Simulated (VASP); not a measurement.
# Ru (P6_3/mmc) in VASP: further runs

Runs on Ru. Level: PBE. Tasks: single point.

All numbers are computed with VASP 6.6.1; they aren't measurements. Logs are shortened: lines on timing, memory, paths and dates and some standing lists are left out, and cuts for length are marked.

## Step 1: The cell of the first run

Symmetry: P6_3/mmc, No. 194, hexagonal system. Conventional cell: a = 2.720 Å, b = 2.720 Å, c = 4.082 Å, α = 90.00°, β = 90.00°, γ = 120.00°. Within 3.4 Å of Ru (site symmetry -6m2) lie 12 Ru at 2.58 to 2.72 Å.

## Step 2: Single point, PBE (strain +0.000 along x and y, -0.050 along z)

Contents of INCAR:

```
ALGO = Fast
EDIFF = 1E-6
ENCUT = 520
GGA = PE
ISIF = 2
ISMEAR = 0
LASPH = True
LCHARG = False
LREAL = False
LWAVE = False
NBANDS = 21
NELM = 60
PREC = Accurate
SIGMA = 0.15
```

Contents of KPOINTS:

```
k-points
0
Gamma
  24 24 14
```

Contents of POSCAR:

```
Ru
1.0
    2.7200250909      0.0000000000      0.0000000000
   -1.3600125454      2.3556108276      0.0000000000
    0.0000000000      0.0000000000      4.0819310217
Ru
2
Direct
    0.3333333333      0.6666666667      0.2500000000
    0.6666666667      0.3333333333      0.7500000000
```

Potentials or basis: VASP PAW PBE potentials, release 64 (Ru_pv).

Command:

```
$ cat potpaw_PBE.64/Ru_pv/POTCAR > POTCAR
$ mpirun -np 1 vasp_std > vasp.out
```

OUTCAR:

```text
EDIFF = 1E-6
   ENCUT = 520
   GGA = PE
   ISIF = 2
   ISMEAR = 0
   LASPH = True
   LREAL = False
   NELM = 60
   PREC = Accurate

 ion  position               nearest neighbor table
   1  0.333  0.667  0.250-   2 2.58   2 2.58   2 2.58   2 2.58   2 2.58   2 2.58
   2  0.667  0.333  0.750-   1 2.58   1 2.58   1 2.58   1 2.58   1 2.58   1 2.58

  LATTYP: Found a hexagonal cell.
 ALAT       =     2.7200250909
 C/A-ratio  =     1.5006960911

  Lattice vectors:

 A1 = (   2.7200250909,   0.0000000000,   0.0000000000)
 A2 = (  -1.3600125454,   2.3556108276,   0.0000000000)
 A3 = (   0.0000000000,   0.0000000000,   4.0819310217)

Analysis of symmetry for initial positions (statically):
=====================================================================
 Subroutine PRICEL returns:
 Original cell was already a primitive cell.

 Routine SETGRP: Setting up the symmetry group for a
 hexagonal supercell.

 Subroutine GETGRP returns: Found 24 space group operations
 (whereof 12 operations were pure point group operations)
 out of a pool of 24 trial point group operations.

The static configuration has the point symmetry D_3d.
 The point group associated with its full space group is D_6h.

Analysis of symmetry for dynamics (positions and initial velocities):
=====================================================================
 Subroutine PRICEL returns:
 Original cell was already a primitive cell.

 Routine SETGRP: Setting up the symmetry group for a
 hexagonal supercell.

 Subroutine GETGRP returns: Found 24 space group operations
 (whereof 12 operations were pure point group operations)
 out of a pool of 24 trial point group operations.

The dynamic configuration has the point symmetry D_3d.
 The point group associated with its full space group is D_6h.

 Subroutine INISYM returns: Found 24 space group operations
 (whereof 12 operations are pure point group operations),
 and found     1 'primitive' translations

----------------------------------------------------------------------------------------

                                     Primitive cell

  volume of cell :      26.1542

  direct lattice vectors                    reciprocal lattice vectors
     2.720025091  0.000000000  0.000000000     0.367643667  0.212259170  0.000000000
    -1.360012545  2.355610828  0.000000000     0.000000000  0.424518341  0.000000000
     0.000000000  0.000000000  4.081931022     0.000000000  0.000000000  0.244982092

  length of vectors
     2.720025091  2.720025091  4.081931022     0.424518341  0.424518341  0.244982092

  position of ions in fractional coordinates (direct lattice)
     0.333333333  0.666666667  0.250000000
     0.666666667  0.333333333  0.750000000

  ion indices of the primitive-cell ions
   primitive index   ion index
                 1           1
                 2           2

----------------------------------------------------------------------------------------

 KPOINTS: k-points

Automatic generation of k-mesh.
 Grid dimensions read from file:
 generate k-points for:   24   24   14

 Generating k-lattice:

  Cartesian coordinates                     Fractional coordinates (reciprocal lattice)
     0.015318486  0.008844132  0.000000000     0.041666667  0.000000000  0.000000000
     0.000000000  0.017688264  0.000000000     0.000000000  0.041666667  0.000000000
     0.000000000  0.000000000  0.017498721     0.000000000  0.000000000  0.071428571

  Length of vectors
     0.017688264  0.017688264  0.017498721

  Shift w.r.t. Gamma in fractional coordinates (k-lattice)
     0.000000000  0.000000000  0.000000000

 Subroutine IBZKPT returns following result:
 ===========================================

 Found    488 irreducible k-points:

 Following reciprocal coordinates:
            Coordinates               Weight
  0.000000  0.000000  0.000000      1.000000
  0.041667 -0.000000  0.000000      6.000000
  0.083333 -0.000000  0.000000      6.000000
  0.125000 -0.000000  0.000000      6.000000
  0.166667 -0.000000  0.000000      6.000000
  0.208333 -0.000000  0.000000      6.000000
[... 16 lines left out ...]
  0.416667  0.041667  0.000000     12.000000
  0.458333  0.041667  0.000000     12.000000
 [... further k-points ...]
   k-points           NKPTS =    488   k-points in BZ     NKDIM =    488   number of bands    NBANDS=     21
   number of dos      NEDOS =    301   number of ions     NIONS =      2
   total plane-waves  NPLWV =  12000
   dimension x,y,z NGX =    20 NGY =   20 NGZ =   30
   dimension x,y,z NGXF=    40 NGYF=   40 NGZF=   60
   ions per type =               2
   NGX,Y,Z   is equivalent  to a cutoff of  12.22, 12.22, 12.22 a.u.
   NGXF,Y,Z  is equivalent  to a cutoff of  24.45, 24.45, 24.44 a.u.
 SYSTEM =  unknown system
   PREC   = accura    normal or accurate (medium, high low for compatibility)
   ISTART =      0    job   : 0-new  1-cont  2-samecut
   ICHARG =      2    charge: 1-file 2-atom 10-const
   ISPIN  =      1    spin polarized calculation?
   LNONCOLLINEAR =      F non collinear calculations
   LSORBIT =      F    spin-orbit coupling
   LASPH  =      T    aspherical Exc in radial PAW
   ENCUT  =  520.0 eV  38.22 Ry    6.18 a.u.   5.06  5.06  7.59*2*pi/ulx,y,z
   NELM   =     60;   NELMIN=  2; NELMDL= -5     # of ELM steps
   EDIFF  = 0.1E-05   stopping-criterion for ELM
   LREAL  =      F    real-space projection
   EDIFFG = 0.1E-04   stopping-criterion for IOM
   NSW    =      0    number of steps for IOM
   IBRION =     -1    ionic relax: 0-MD 1-quasi-New 2-CG
   NFREE  =      0    steps in history (QN), initial steepest desc. (CG)
   ISIF   =      2    stress and relaxation
   ISYM   =      2    0-nonsym 1-usesym 2-fastsym
   POTIM  = 0.5000    time-step for ionic-motion
   TEBEG  =    0.0;   TEEND  =   0.0 temperature during run
   PSTRESS=    0.0 pullay stress
   NELECT =      28.0000    total number of electrons
   NUPDOWN=      -1.0000    fix difference up-down
   EMIN   =  10.00;   EMAX   =-10.00  energy-range for DOS
   EFERMI =   0.00;   METHOD = LEGACY
   ISMEAR =     0;   SIGMA  =   0.15  broadening in eV -4-tet -1-fermi 0-gaus
   EFERMI_NEDOS =   21; number of points for ismear=-14 and -15
   IALGO  =     68    algorithm
   IMIX   =      4    mixing-type and parameters
     AMIX     =   0.40;   BMIX     =  1.00
     AMIX_MAG =   1.60;   BMIX_MAG =  1.00
  volume/ion in A,a.u.               =      13.08        88.25
  Fermi-wavevector in a.u.,A,eV,Ry     =   1.674738  3.164795 38.160892  2.804746
  Thomas-Fermi vector in A             =   2.759480
   LORBIT       =      0    0 simple, 1 ext, 2 COOP (PROOUT), +10 PAW based schemes
   GGA     = PE    functional components
   LHFCALC =     F    Hartree Fock is set to
   AEXX    =    0.0000 exact exchange contribution
   IVDW    =     0    specifies the selected vdW correction
   LEPSILON=     F    determine dielectric tensor
   LRPA    =     F    only Hartree local field effects (RPA)
 non-spin polarized calculation
 RMM-DIIS sequential band-by-band and
 Gauss-broadening in eV      SIGMA  =   0.15
  energy-cutoff  :      520.00
  volume of cell :       26.15
 maximum number of plane-waves:       721
   NGX = 11   NGY = 11   NGZ = 15

 number of electron      28.0000015 magnetization

 Free energy of the ion-electron system (eV)
  ---------------------------------------------------
  ext. energy  EPLUGINS =         0.00000000
  ---------------------------------------------------
  free energy    TOTEN  =       -18.32507978 eV

  energy without entropy =      -18.30743792  energy(sigma->0) =      -18.31625885

 E-fermi :  13.5687     XC(G=0): -14.3484

 val. band max:       13.5672548059   @ k =   0.3750  -0.0000   0.2857
 cond. band min:      13.5722477385   @ k =   0.3333   0.1667   0.2857
 fundamental gap:      0.0049929326
 Fermi energy:        13.5687146857

 k-point     1 :       0.0000    0.0000    0.0000
  band No.  band energies     occupation
      1     -30.3445      2.00000
      2     -29.2845      2.00000
      3     -29.2845      2.00000
      4     -29.0351      2.00000
      5     -29.0351      2.00000
      6     -28.9139      2.00000
[... 13 lines left out ...]
     20      23.9222      0.00000
     21      25.0603      0.00000

 k-point     2 :       0.0417   -0.0000    0.0000
  band No.  band energies     occupation
      1     -30.3377      2.00000
      2     -29.2966      2.00000
      3     -29.2892      2.00000
      4     -29.0481      2.00000
      5     -29.0363      2.00000
      6     -28.9180      2.00000
[... 13 lines left out ...]
     20      23.9221      0.00000
     21      25.0538      0.00000

 k-point     3 :       0.0833   -0.0000    0.0000
  band No.  band energies     occupation
      1     -30.3174      2.00000
      2     -29.3320      2.00000
      3     -29.3027      2.00000
      4     -29.0860      2.00000
      5     -29.0397      2.00000
      6     -28.9300      2.00000
[... 13 lines left out ...]
     20      23.9221      0.00000
     21      25.0305      0.00000

 k-point     4 :       0.1250   -0.0000    0.0000
  band No.  band energies     occupation
      1     -30.2844      2.00000
      2     -29.3885      2.00000
      3     -29.3238      2.00000
      4     -29.1455      2.00000
      5     -29.0456      2.00000
      6     -28.9501      2.00000
[... 13 lines left out ...]
     20      23.9221      0.00000
     21      24.9827      0.00000

 k-point     5 :       0.1667   -0.0000    0.0000
  band No.  band energies     occupation
      1     -30.2395      2.00000
      2     -29.4624      2.00000
      3     -29.3506      2.00000
      4     -29.2219      2.00000
      5     -29.0539      2.00000
      6     -28.9779      2.00000
[... 13 lines left out ...]
     20      23.9221      0.00000
     21      24.9051      0.00000
[... 382 lines left out ...]
     20      24.4358      0.00000
     21      24.9254      0.00000

 k-point    22 :       0.3750    0.0417    0.0000
  band No.  band energies     occupation
      1     -29.9234      2.00000
      2     -29.8703      2.00000
      3     -29.6706      2.00000
      4     -29.5089      2.00000
      5     -29.2392      2.00000
      6     -29.1233      2.00000
[... 13 lines left out ...]
     20      25.3575      0.00000
     21      26.9758      0.00000

 k-point    23 :       0.4167    0.0417    0.0000
  band No.  band energies     occupation
      1     -29.9701      2.00000
      2     -29.8135      2.00000
      3     -29.7103      2.00000
      4     -29.5259      2.00000
      5     -29.2851      2.00000
      6     -29.1303      2.00000
[... 13 lines left out ...]
     20      26.0987      0.00000
     21      26.3794      0.00000

 k-point    24 :       0.4583    0.0417    0.0000
  band No.  band energies     occupation
      1     -29.9942      2.00000
      2     -29.7797      2.00000
      3     -29.7308      2.00000
      4     -29.5345      2.00000
      5     -29.3133      2.00000
      6     -29.1340      2.00000
[... 13 lines left out ...]
     20      26.0551      0.00000
     21      26.5434      0.00000

 [... further k-points ...]

------------------------ aborting loop because EDIFF is reached ----------------------------------------

  FORCE on cell =-STRESS in cart. coord.  units (eV):
  Direction    XX          YY          ZZ          XY          YZ          ZX
  --------------------------------------------------------------------------------------
  -------------------------------------------------------------------------------------
  Total        1.8146293      1.8146293      6.1717348      0.0000000      0.0000000      0.0000000
  in kB      111.1620066    111.1620066    378.0730509      0.0000000      0.0000000      0.0000000
  external PRESSURE =     200.1323547 kB  Pullay stress =       0.0000000 kB

 VOLUME and BASIS-vectors are now :
 -----------------------------------------------------------------------------
  energy-cutoff  :      520.00
  volume of cell :       26.15
      direct lattice vectors                 reciprocal lattice vectors
     2.720025091  0.000000000  0.000000000     0.367643667  0.212259170  0.000000000
    -1.360012545  2.355610828  0.000000000     0.000000000  0.424518341  0.000000000
     0.000000000  0.000000000  4.081931022     0.000000000  0.000000000  0.244982092

 POSITION                                       TOTAL-FORCE (eV/Angst)
 -----------------------------------------------------------------------------------
     -0.00000      1.57041      1.02048         0.000000     -0.000000      0.000000
      1.36001      0.78520      3.06145         0.000000      0.000000      0.000000
 -----------------------------------------------------------------------------------
    total drift:                               -0.000000      0.000000     -0.000000

  FREE ENERGIE OF THE ION-ELECTRON SYSTEM (eV)
  ---------------------------------------------------
  free  energy   TOTEN  =       -18.3250797769 eV

  energy  without entropy=      -18.3074379184  energy(sigma->0) =      -18.31625885
```

Run time: 90 s. Hardware: 1 thread of Intel Xeon 6975P-C (Granite Rapids), shared host; peak memory 0.3 GiB.

What came out:

| Property | Result |
| --- | --- |
| Free energy | -18.3251 eV |
| Pressure | 20.0 GPa |
| Band gap on the k mesh | zero (bands 14 and 15 overlap by 3.38 eV) |

Caveat: the cell differs from its parent crystal (strain +0.000 along x and y, -0.050 along z); the cell stands under pressure.

## Step 3: Single point, PBE (strain -0.025 along x and y, +0.000 along z)

Contents of INCAR:

```
SYSTEM = Ru
PREC = Accurate
ENCUT = 520
EDIFF = 1E-6
ISMEAR = 0
SIGMA = 0.15
LREAL = .FALSE.
LASPH = .TRUE.
NELM = 60
ALGO = Fast
ISIF = 2
LWAVE = .FALSE.
LCHARG = .FALSE.
GGA = PE
NBANDS = 21
```

Contents of KPOINTS:

```
Automatic mesh
0
G
  24 24 14
  0 0 0
```

Contents of POSCAR:

```
Ru
1.0
    2.6520244636      0.0000000000      0.0000000000
   -1.3260122318      2.2967205569      0.0000000000
    0.0000000000      0.0000000000      4.2967694965
Ru
2
Direct
    0.3333333333      0.6666666667      0.2500000000
    0.6666666667      0.3333333333      0.7500000000
```

Potentials or basis: VASP PAW PBE potentials, release 64 (Ru_pv).

Command:

```
$ cat potpaw_PBE.64/Ru_pv/POTCAR > POTCAR
$ mpirun -np 1 vasp_std > vasp.out
```

It took 87 s on 1 thread of Intel Xeon 6975P-C (Granite Rapids), shared host; peak memory 0.31 GiB.

Results (log left out):

| Property | Result |
| --- | --- |
| Free energy | -18.3861 eV |
| Pressure | 17.8 GPa |
| Band gap on the k mesh | zero (bands 14 and 15 overlap by 3.47 eV) |

Stress tensor (GPa, compression positive):
```
22.06  0.00  0.00
 0.00 22.06  0.00
 0.00  0.00  9.16
```

Levels at points of the mesh, in eV from the Fermi level:
```
           k point  band 12  band 13  band 14  band 15  band 16  band 17
(0.00, 0.00, 0.00)    -2.07    -2.07    -1.29    -1.29     1.05     1.25
(0.50, 0.00, 0.00)    -1.78    -1.73     1.66     1.92     2.05     4.32
(0.00, 0.00, 0.50)    -2.85    -2.85    -2.85     0.56     0.56     0.56
(0.50, 0.00, 0.50)    -1.04     0.48     0.48     1.89     1.89     3.56
```

Caveat: the cell differs from its parent crystal (strain -0.025 along x and y, +0.000 along z); the cell stands under pressure.
